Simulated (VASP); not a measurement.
# Si2N (P6/mmm) in VASP: notebook

The runs below take Si2N through single point, relaxation of cell and atoms, with PBE.

Program: VASP 6.6.1. These are calculated values, not measurements. Logs are shortened: lines on timing, memory, paths and dates and some standing lists are left out, and cuts for length are marked.

## (1) The cell of the first run

The structure is hexagonal, space group P6/mmm (No. 191). Conventional cell: a = 3.893 Å, b = 3.893 Å, c = 3.036 Å, α = 90.00°, β = 90.00°, γ = 120.00°. Si (site symmetry -6m2) has 3 Si at 2.25 Å and 6 N at 2.71 Å within 3.0 Å. N (site symmetry 6/mmm) has 12 Si at 2.71 Å and 2 N at 3.04 Å within 3.6 Å.

## (2) Single point, PBE

File INCAR:

```
SYSTEM = Si2N
PREC     = Accurate       ! precision mode
ENCUT    = 520            ! plane-wave cutoff, eV
EDIFF    = 1E-7           ! SCF threshold, eV
ISMEAR   = 0              ! smearing method
SIGMA    = 0.1            ! smearing width, eV
LREAL    = .False.        ! projectors in reciprocal space
LASPH    = .True.         ! aspherical terms in the spheres
NELM     = 100            ! most SCF steps
ALGO     = Normal         ! electronic algorithm
ISIF     = 2              ! what is computed and relaxed
LWAVE    = .False.        ! write WAVECAR
LCHARG   = .True.         ! write CHGCAR
GGA      = PE             ! functional
LELF     = .True.         ! ELF
LVHAR    = .True.       
NBANDS   = 14             ! bands
```

File KPOINTS:

```
Automatic mesh
0
Gamma
  12 12 16
  0 0 0
```

File POSCAR:

```
Si2N
1.0
    3.8929217580      0.0000000000      0.0000000000
   -1.9464608790      3.3713691374      0.0000000000
    0.0000000000      0.0000000000      3.0359955832
Si N
2 1
Direct
    0.3333333333      0.6666666667      0.5000000000
    0.6666666667      0.3333333333      0.5000000000
    0.0000000000      0.0000000000      0.0000000000
```

Potentials or basis: VASP PAW PBE potentials, release 64 (Si, N).

Command:

```bash
> cat potpaw_PBE.64/Si/POTCAR potpaw_PBE.64/N/POTCAR > POTCAR
> mpirun -np 1 vasp_std > vasp.out
```

OUTCAR:

```text
SYSTEM = Si2N
   PREC = Accurate
   ENCUT = 520
   EDIFF = 1E-7
   ISMEAR = 0
   LREAL = .False.
   LASPH = .True.
   NELM = 100
   ISIF = 2
   GGA = PE

 ion  position               nearest neighbor table
   1  0.333  0.667  0.500-   2 2.25   2 2.25   2 2.25
   2  0.667  0.333  0.500-   1 2.25   1 2.25   1 2.25
   3  0.000  0.000  0.000-

  LATTYP: Found a hexagonal cell.
 ALAT       =     3.8929217580
 C/A-ratio  =     0.7798758290

  Lattice vectors:

 A1 = (   3.8929217580,   0.0000000000,   0.0000000000)
 A2 = (  -1.9464608790,   3.3713691374,   0.0000000000)
 A3 = (   0.0000000000,   0.0000000000,   3.0359955832)

Analysis of symmetry for initial positions (statically):
=====================================================================
 Subroutine PRICEL returns:
 Original cell was already a primitive cell.

 Routine SETGRP: Setting up the symmetry group for a
 hexagonal supercell.

 Subroutine GETGRP returns: Found 24 space group operations
 (whereof 24 operations were pure point group operations)
 out of a pool of 24 trial point group operations.

The static configuration has the point symmetry D_6h.

Analysis of symmetry for dynamics (positions and initial velocities):
=====================================================================
 Subroutine PRICEL returns:
 Original cell was already a primitive cell.

 Routine SETGRP: Setting up the symmetry group for a
 hexagonal supercell.

 Subroutine GETGRP returns: Found 24 space group operations
 (whereof 24 operations were pure point group operations)
 out of a pool of 24 trial point group operations.

The dynamic configuration has the point symmetry D_6h.

 Subroutine INISYM returns: Found 24 space group operations
 (whereof 24 operations are pure point group operations),
 and found     1 'primitive' translations

----------------------------------------------------------------------------------------

                                     Primitive cell

  volume of cell :      39.8459

  direct lattice vectors                    reciprocal lattice vectors
     3.892921758  0.000000000  0.000000000     0.256876470  0.148307699  0.000000000
    -1.946460879  3.371369137  0.000000000     0.000000000  0.296615398  0.000000000
     0.000000000  0.000000000  3.035995583     0.000000000  0.000000000  0.329381243

  length of vectors
     3.892921758  3.892921758  3.035995583     0.296615398  0.296615398  0.329381243

  position of ions in fractional coordinates (direct lattice)
     0.333333333  0.666666667  0.500000000
     0.666666667  0.333333333  0.500000000
     0.000000000  0.000000000  0.000000000

  ion indices of the primitive-cell ions
   primitive index   ion index
                 1           1
                 2           2
                 3           3

----------------------------------------------------------------------------------------

 KPOINTS: Automatic mesh

Automatic generation of k-mesh.
 Grid dimensions read from file:
 generate k-points for:   12   12   16

 Generating k-lattice:

  Cartesian coordinates                     Fractional coordinates (reciprocal lattice)
     0.021406373  0.012358975  0.000000000     0.083333333 -0.000000000  0.000000000
     0.000000000  0.024717950  0.000000000     0.000000000  0.083333333  0.000000000
     0.000000000  0.000000000  0.020586328     0.000000000  0.000000000  0.062500000

  Length of vectors
     0.024717950  0.024717950  0.020586328

  Shift w.r.t. Gamma in fractional coordinates (k-lattice)
     0.000000000  0.000000000  0.000000000

 Subroutine IBZKPT returns following result:
 ===========================================

 Found    171 irreducible k-points:

 Following reciprocal coordinates:
            Coordinates               Weight
  0.000000  0.000000  0.000000      1.000000
  0.083333 -0.000000  0.000000      6.000000
  0.166667  0.000000  0.000000      6.000000
  0.250000 -0.000000  0.000000      6.000000
  0.333333 -0.000000  0.000000      6.000000
  0.416667 -0.000000  0.000000      6.000000
[... 16 lines left out ...]
  0.250000 -0.000000  0.062500     12.000000
  0.333333 -0.000000  0.062500     12.000000
 [... further k-points ...]
   k-points           NKPTS =    171   k-points in BZ     NKDIM =    171   number of bands    NBANDS=     14
   number of dos      NEDOS =    301   number of ions     NIONS =      3
   total plane-waves  NPLWV =  21600
   dimension x,y,z NGX =    30 NGY =   30 NGZ =   24
   dimension x,y,z NGXF=    60 NGYF=   60 NGZF=   48
   ions per type =               2   1
   NGX,Y,Z   is equivalent  to a cutoff of  12.81, 12.81, 13.14 a.u.
   NGXF,Y,Z  is equivalent  to a cutoff of  25.62, 25.62, 26.28 a.u.
 SYSTEM =  Si2N
   PREC   = accura    normal or accurate (medium, high low for compatibility)
   ISTART =      0    job   : 0-new  1-cont  2-samecut
   ICHARG =      2    charge: 1-file 2-atom 10-const
   ISPIN  =      1    spin polarized calculation?
   LNONCOLLINEAR =      F non collinear calculations
   LSORBIT =      F    spin-orbit coupling
   LASPH  =      T    aspherical Exc in radial PAW
   ENCUT  =  520.0 eV  38.22 Ry    6.18 a.u.   7.24  7.24  5.64*2*pi/ulx,y,z
   NELM   =    100;   NELMIN=  2; NELMDL= -5     # of ELM steps
   EDIFF  = 0.1E-06   stopping-criterion for ELM
   LREAL  =      F    real-space projection
   EDIFFG = 0.1E-05   stopping-criterion for IOM
   NSW    =      0    number of steps for IOM
   IBRION =     -1    ionic relax: 0-MD 1-quasi-New 2-CG
   NFREE  =      0    steps in history (QN), initial steepest desc. (CG)
   ISIF   =      2    stress and relaxation
   ISYM   =      2    0-nonsym 1-usesym 2-fastsym
   POTIM  = 0.5000    time-step for ionic-motion
   TEBEG  =    0.0;   TEEND  =   0.0 temperature during run
   PSTRESS=    0.0 pullay stress
   NELECT =      13.0000    total number of electrons
   NUPDOWN=      -1.0000    fix difference up-down
   EMIN   =  10.00;   EMAX   =-10.00  energy-range for DOS
   EFERMI =   0.00;   METHOD = LEGACY
   ISMEAR =     0;   SIGMA  =   0.10  broadening in eV -4-tet -1-fermi 0-gaus
   EFERMI_NEDOS =   21; number of points for ismear=-14 and -15
   IALGO  =     38    algorithm
   IMIX   =      4    mixing-type and parameters
     AMIX     =   0.40;   BMIX     =  1.00
     AMIX_MAG =   1.60;   BMIX_MAG =  1.00
  volume/ion in A,a.u.               =      13.28        89.63
  Fermi-wavevector in a.u.,A,eV,Ry     =   1.127011  2.129742 17.281498  1.270154
  Thomas-Fermi vector in A             =   2.263696
   LORBIT       =      0    0 simple, 1 ext, 2 COOP (PROOUT), +10 PAW based schemes
   GGA     = PE    functional components
   LHFCALC =     F    Hartree Fock is set to
   AEXX    =    0.0000 exact exchange contribution
   IVDW    =     0    specifies the selected vdW correction
   LEPSILON=     F    determine dielectric tensor
   LRPA    =     F    only Hartree local field effects (RPA)
 non-spin polarized calculation
 Gauss-broadening in eV      SIGMA  =   0.10
  energy-cutoff  :      520.00
  volume of cell :       39.85
 maximum number of plane-waves:      1097
 NGX is ok and might be reduce to    30
   NGX = 15   NGY = 15   NGZ = 11

 number of electron      13.0000001 magnetization

 Free energy of the ion-electron system (eV)
  ---------------------------------------------------
  ext. energy  EPLUGINS =         0.00000000
  ---------------------------------------------------
  free energy    TOTEN  =       -14.58898363 eV

  energy without entropy =      -14.57759011  energy(sigma->0) =      -14.58328687

 E-fermi :   7.3005     XC(G=0): -10.9414

 val. band max:        7.2945476898   @ k =   0.0000   0.0000   0.1250
 cond. band min:       7.3030142159   @ k =   0.3333   0.0833   0.5000
 fundamental gap:      0.0084665261
 Fermi energy:         7.3005359247

 k-point     1 :       0.0000    0.0000    0.0000
  band No.  band energies     occupation
      1      -7.7111      2.00000
      2      -1.0280      2.00000
      3       4.5636      2.00000
      4       4.5636      2.00000
      5       5.0644      2.00000
      6       5.0644      2.00000
      7       6.1134      2.00000
      8       7.0601      1.99933
      9      11.8669      0.00000
     10      12.2191      0.00000
     11      14.0090      0.00000
     12      14.0090      0.00000
     13      17.8903      0.00000
     14      20.1021      0.00000

 k-point     2 :       0.0833   -0.0000    0.0000
  band No.  band energies     occupation
      1      -7.6455      2.00000
      2      -1.1389      2.00000
      3       3.8385      2.00000
      4       4.0259      2.00000
      5       5.2661      2.00000
      6       5.6901      2.00000
      7       6.1596      2.00000
      8       7.8380      0.00000
      9      11.8281      0.00000
     10      12.3033      0.00000
     11      13.9009      0.00000
     12      14.0470      0.00000
     13      17.3402      0.00000
     14      19.9134      0.00000

 k-point     3 :       0.1667    0.0000    0.0000
  band No.  band energies     occupation
      1      -7.4536      2.00000
      2      -1.4566      2.00000
      3       2.7389      2.00000
      4       3.4090      2.00000
      5       5.6705      2.00000
      6       6.2919      2.00000
      7       6.5530      2.00000
      8       9.2198      0.00000
      9      11.7193      0.00000
     10      12.4486      0.00000
     11      13.7827      0.00000
     12      14.1788      0.00000
     13      16.3268      0.00000
     14      19.5013      0.00000

 k-point     4 :       0.2500   -0.0000    0.0000
  band No.  band energies     occupation
      1      -7.1521      2.00000
      2      -1.9416      2.00000
      3       1.8002      2.00000
      4       2.9095      2.00000
      5       6.2483      2.00000
      6       6.4897      2.00000
      7       7.4008      0.15610
      8      10.3463      0.00000
      9      11.5598      0.00000
     10      12.4960      0.00000
     11      14.1885      0.00000
     12      14.4550      0.00000
     13      15.3423      0.00000
     14      19.0729      0.00000

 k-point     5 :       0.3333   -0.0000    0.0000
  band No.  band energies     occupation
      1      -6.7806      2.00000
      2      -2.5171      2.00000
      3       1.1376      2.00000
      4       2.5460      2.00000
      5       6.7130      2.00000
      6       6.9396      2.00000
      7       8.1228      0.00000
      8      10.4298      0.00000
      9      11.3786      0.00000
     10      13.0394      0.00000
     11      14.5580      0.00000
[... 276 lines left out ...]
 k-point    22 :       0.1667    0.0000    0.0625
  band No.  band energies     occupation
      1      -7.4077      2.00000
      2      -1.4639      2.00000
      3       2.7697      2.00000
      4       3.4558      2.00000
      5       5.5202      2.00000
      6       6.3117      2.00000
      7       6.5744      2.00000
      8       9.2376      0.00000
      9      11.0919      0.00000
     10      12.8588      0.00000
     11      14.0550      0.00000
     12      14.1554      0.00000
     13      15.9836      0.00000
     14      19.1227      0.00000

 k-point    23 :       0.2500   -0.0000    0.0625
  band No.  band energies     occupation
      1      -7.1082      2.00000
      2      -1.9266      2.00000
      3       1.8252      2.00000
      4       2.9580      2.00000
      5       5.8506      2.00000
      6       6.7513      2.00000
      7       7.4041      0.14311
      8      10.1984      0.00000
      9      11.1392      0.00000
     10      12.7507      0.00000
     11      14.3375      0.00000
     12      14.6713      0.00000
     13      15.0586      0.00000
     14      18.8221      0.00000

 k-point    24 :       0.3333   -0.0000    0.0625
  band No.  band energies     occupation
      1      -6.7402      2.00000
      2      -2.4819      2.00000
      3       1.1571      2.00000
      4       2.5955      2.00000
      5       6.2242      2.00000
      6       7.2506      1.52017
      7       8.1017      0.00000
      8      10.1753      0.00000
      9      11.1577      0.00000
     10      13.3552      0.00000
     11      14.2202      0.00000
     12      14.8492      0.00000
     13      15.6467      0.00000
     14      18.5351      0.00000

 [... further k-points ...]
[... 5 lines left out ...]
  --------------------------------------------------------------------------------------
  -------------------------------------------------------------------------------------
  Total       -0.0542167     -0.0542167     -0.0052261      0.0000000     -0.0000000      0.0000000
  in kB       -2.1800206     -2.1800206     -0.2101372      0.0000000     -0.0000000      0.0000000
  external PRESSURE =      -1.5233928 kB  Pullay stress =       0.0000000 kB

 VOLUME and BASIS-vectors are now :
 -----------------------------------------------------------------------------
  energy-cutoff  :      520.00
  volume of cell :       39.85
      direct lattice vectors                 reciprocal lattice vectors
     3.892921758  0.000000000  0.000000000     0.256876470  0.148307699  0.000000000
    -1.946460879  3.371369137  0.000000000     0.000000000  0.296615398  0.000000000
     0.000000000  0.000000000  3.035995583     0.000000000  0.000000000  0.329381243

 POSITION                                       TOTAL-FORCE (eV/Angst)
 -----------------------------------------------------------------------------------
     -0.00000      2.24758      1.51800         0.000000      0.000000     -0.000000
      1.94646      1.12379      1.51800         0.000000     -0.000000      0.000000
      0.00000      0.00000      0.00000        -0.000000      0.000000     -0.000000
 -----------------------------------------------------------------------------------
    total drift:                                0.000000     -0.000000      0.000000

  FREE ENERGIE OF THE ION-ELECTRON SYSTEM (eV)
  ---------------------------------------------------
  free  energy   TOTEN  =       -14.5889836282 eV

  energy  without entropy=      -14.5775901083  energy(sigma->0) =      -14.58328687
```

Wall time 40 s (1 thread of Intel Xeon 6975P-C (Granite Rapids), shared host); peak memory 0.21 GiB.

Results:

| Property | Result |
| --- | --- |
| Free energy | -14.5890 eV |
| Pressure | -0.2 GPa |

Levels at points of the mesh, in eV from the Fermi level:
```
           k point  band 5  band 6  band 7  band 8  band 9  band 10
(0.00, 0.00, 0.00)   -2.24   -2.24   -1.19   -0.24    4.57     4.92
(0.50, 0.00, 0.00)   -0.33    0.76    1.48    2.16    3.86     6.59
(0.00, 0.00, 0.50)   -1.28   -0.85   -0.85   -0.16    3.37     3.41
(0.50, 0.00, 0.50)   -2.17   -1.95   -1.56   -0.78    3.06     6.10
```

## (3) Relaxation of cell and atoms, PBE

This run uses another cell than the first one, of 13.21 Å³/atom, 0.995 times its volume.

File INCAR:

```
SYSTEM = Si2N
PREC = Accurate ; ENCUT = 600
EDIFF = 1E-6 ; ISMEAR = 0
SIGMA = 0.1 ; LREAL = .FALSE.
LASPH = .TRUE. ; NELM = 100
ALGO = Normal ; ISIF = 3
LWAVE = .FALSE. ; LCHARG = .FALSE.
GGA = PE ; IBRION = 2
NSW = 100 ; EDIFFG = -0.01
```

File KPOINTS:

```
Automatic mesh
0
G
  12 12 16
  0 0 0
```

File POSCAR:

```
Si2N
1.0
    3.8929337992      0.0000000000      0.0000000000
   -1.9464668996      3.3713795653      0.0000000000
    0.0000000000      0.0000000000      3.0200505863
Si N
2 1
Direct
    0.3333333333      0.6666666667      0.5000000000
    0.6666666667      0.3333333333      0.5000000000
    0.0000000000      0.0000000000      0.0000000000
```

Potentials or basis: VASP PAW PBE potentials, release 64 (Si, N).

Command:

```bash
> cat potpaw_PBE.64/Si/POTCAR potpaw_PBE.64/N/POTCAR > POTCAR
> mpirun -np 1 vasp_std > vasp.out
```

Wall time 83 s (1 thread of Intel Xeon 6975P-C (Granite Rapids), shared host); peak memory 0.21 GiB.

The run converged. Its results:

```yaml
Free_energy: -14.5902 eV
Relaxed_volume: 13.26 Å³/atom
Relaxed_cell: a = 3.890 Å, b = 3.890 Å, c = 3.036 Å, α = 90.00°, β = 90.00°, γ = 120.00°
Space_group_after_relaxing_to_0.05_Å: P6/mmm (No. 191)
Energy_gained_by_relaxing: 0.1 meV/atom
Ionic_steps: 6
Pressure_after_relaxing: 0.0 GPa
```

The path:
```
step  energy change (eV)  largest force (eV/Å)  pressure (GPa)  volume (Å³)
   1              0.0000                0.0000            0.13        39.64
   2             -0.0001                0.0000            0.03        39.70
   3             -0.0002                0.0000           -0.11        39.80
   4             -0.0002                0.0000           -0.13        39.81
   5             -0.0002                0.0000            0.13        39.76
   6             -0.0002                0.0000            0.01        39.79
```

Final structure:
```
Si N
1.0
     3.89032    0.00000    0.00000
    -1.94516    3.36912    0.00000
     0.00000    0.00000    3.03551
Si N
2 1
Direct
  0.33333 0.66667 0.50000
  0.66667 0.33333 0.50000
  0.00000 0.00000 0.00000
```

Levels at points of the mesh, in eV from the Fermi level:
```tsv
k point	band 4	band 5	band 6	band 7	band 8	band 9	band 10
(0.00, 0.00, 0.00)	-2.74	-2.24	-2.24	-1.20	-0.23	4.57	4.91
(0.50, 0.00, 0.00)	-5.05	-0.33	0.77	1.48	2.16	3.85	6.60
(0.00, 0.00, 0.50)	-1.29	-1.29	-0.85	-0.85	-0.16	3.39	3.42
(0.50, 0.00, 0.50)	-5.48	-2.17	-1.96	-1.56	-0.78	3.07	6.11
```

## (4) Single point, PBE, collinear spin, ferromagnetic start

This run uses another cell than the first one, of 13.63 Å³/atom, 1.026 times its volume.

File INCAR:

```
SYSTEM = Si2N
  PREC = Accurate
  ENCUT = 520
  EDIFF = 1E-6
  ISMEAR = 0
  SIGMA = 0.1
  LREAL = .FALSE.
  LASPH = .TRUE.
  NELM = 150
  ALGO = Normal
  ISIF = 2
  LWAVE = .FALSE.
  LCHARG = .FALSE.
  ISPIN = 2
  MAGMOM = 0 0 1
  LORBIT = 11
  GGA = PE
  NBANDS = 18
```

File KPOINTS:

```
regular mesh
0
G
  6 6 6
  0 0 0
```

File POSCAR:

```
Si2N
1.0
    4.0785652900      0.0000000000      0.0000000000
   -2.0392826500      3.5321411500      0.0000000000
    0.0000000000      0.0000000000      2.8377062800
Si N
2 1
Direct
    0.3333333300      0.6666666700      0.5000000000
    0.6666666700      0.3333333300      0.5000000000
    0.0000000000      0.0000000000      0.0000000000
```

Command:

```bash
> cat potpaw_PBE.64/Si/POTCAR potpaw_PBE.64/N/POTCAR > POTCAR
> mpirun -np 1 vasp_std > vasp.out
```

Run time: 21 s. Hardware: 1 thread of Intel Xeon 6975P-C (Granite Rapids), shared host; peak memory 0.18 GiB.

The run converged. Its results:

* Free energy: -14.5156 eV
* Pressure: -5.8 GPa
* Net moment: 0.73 μB per cell
* Site moments: Si +0.02; N +0.49 μB
* Valence electrons inside the program's atomic spheres: Si 1.56; N 3.37

Stress tensor (GPa, compression positive):
```
-7.35  0.00  0.00
 0.00 -7.35  0.00
 0.00  0.00 -2.56
```

Levels at points of the mesh, in eV from the Fermi level:
Spin up:
| k point | band 4 | band 5 | band 6 | band 7 | band 8 | band 9 | band 10 | band 11 |
| --- | --- | --- | --- | --- | --- | --- | --- | --- |
| (0.00, 0.00, 0.00) | -3.42 | -2.72 | -2.72 | -2.00 | -0.76 | 5.44 | 5.97 | 6.47 |
| (0.50, 0.00, 0.00) | -5.46 | -0.42 | 0.19 | 0.94 | 1.73 | 5.61 | 6.37 | 7.32 |
| (0.00, 0.00, 0.50) | -1.75 | -1.75 | -1.30 | -0.68 | -0.68 | 1.89 | 2.57 | 3.53 |
| (0.50, 0.00, 0.50) | -5.55 | -2.29 | -2.15 | -1.82 | -1.59 | 1.86 | 5.54 | 7.32 |
Spin down:
| k point | band 2 | band 3 | band 4 | band 5 | band 6 | band 7 | band 8 | band 9 | band 10 | band 11 |
| --- | --- | --- | --- | --- | --- | --- | --- | --- | --- | --- |
| (0.00, 0.00, 0.00) | -8.44 | -2.94 | -2.94 | -2.63 | -2.63 | -2.05 | 0.46 | 5.78 | 5.95 | 6.82 |
| (0.50, 0.00, 0.00) | -10.66 | -7.10 | -5.22 | 0.93 | 0.99 | 1.50 | 1.82 | 5.63 | 6.35 | 7.32 |
| (0.00, 0.00, 0.50) | -9.58 | -3.60 | -1.07 | -1.07 | -0.56 | -0.56 | -0.13 | 1.80 | 2.57 | 3.54 |
| (0.50, 0.00, 0.50) | -7.24 | -6.39 | -5.39 | -1.74 | -1.71 | -1.59 | -1.45 | 2.46 | 5.96 | 7.55 |

Caveat: the k points lie up to 0.37 Å⁻¹ apart.

(Part 1 of 2 ends here.)
